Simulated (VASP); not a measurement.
Here is a VASP 6.6.1 calculation.

File INCAR:

```
PREC = Accurate ; ENCUT = 520
EDIFF = 1E-7 ; ISMEAR = -1
SIGMA = 0.08 ; LREAL = F
LASPH = T ; NELM = 100
ALGO = Normal ; ISIF = 2
LWAVE = F ; LCHARG = F
NBANDS = 11
```

The input KPOINTS:

```
regular mesh
0
Gamma
  20 20 20
```

File POSCAR:

```
C
1.0
    0.0000000000      1.7469938663      1.7469938663
    1.7469938663      0.0000000000      1.7469938663
    1.7469938663      1.7469938663      0.0000000000
C
2
Direct
    0.5000000000      0.5000000000      0.5000000000
    0.7500000000      0.7500000000      0.7500000000
```

Potentials or basis: VASP PAW LDA potentials, release 64 (C).

Command:

```console
$ cat potpaw_LDA.64/C/POTCAR > POTCAR
$ mpirun -np 1 vasp_std > vasp.out
```

(1) Predict the band gap on the k mesh.

(2) Estimate the pressure.

Results:

(1) 4.26 eV, indirect (least direct gap 5.72 eV).

(2) 17.8 GPa.
